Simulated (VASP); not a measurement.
# SrCl2: G0W0 quasiparticle levels with PBE

SrCl2:

```
Sr Cl
1.0
     0.00000    3.49765    3.49765
     3.49765    0.00000    3.49765
     3.49765    3.49765    0.00000
Sr Cl
1 2
Direct
  0.00000 0.00000 0.00000
  0.25000 0.25000 0.25000
  0.75000 0.75000 0.75000
```

| Property | Result |
| --- | --- |
| Program | VASP 6.6.1 |
| Task | G0W0 quasiparticle levels |
| Functional | PBE |
| Potentials or basis | VASP PAW PBE potentials, release 64 (Sr_sv_GW, Cl_GW) |
| Cutoff | 500 eV |
| k mesh | 6 × 6 × 6 |
| Occupations | gaussian, width 0.01 eV |
| Spin | no spin polarisation |
| Dipole correction | no |
| GW scheme | G0W0 |
| GW iterations | 1 |
| Cutoff of the response function | 80 |
| Frequency points | 96 |
| Empty bands | 139 |
| Further INCAR settings | ALGO = EVGW0; EDIFF = 1e-08; NBANDS = 151 |

* Quasiparticle gap: 7.26 eV
* Least direct quasiparticle gap: 7.65 eV
* Band gap of the starting levels on the mesh: 5.31 eV
* Least direct gap of the starting levels on the mesh: 5.51 eV

Run time: 24 min on 1 thread of Intel(R) Xeon(R) 6975P-C (Granite Rapids), with other jobs on the host, peak memory 1.7 GiB.

Caveat: bands, screening cutoff and mesh are small and nothing is extrapolated, so the quasiparticle values aren't converged.
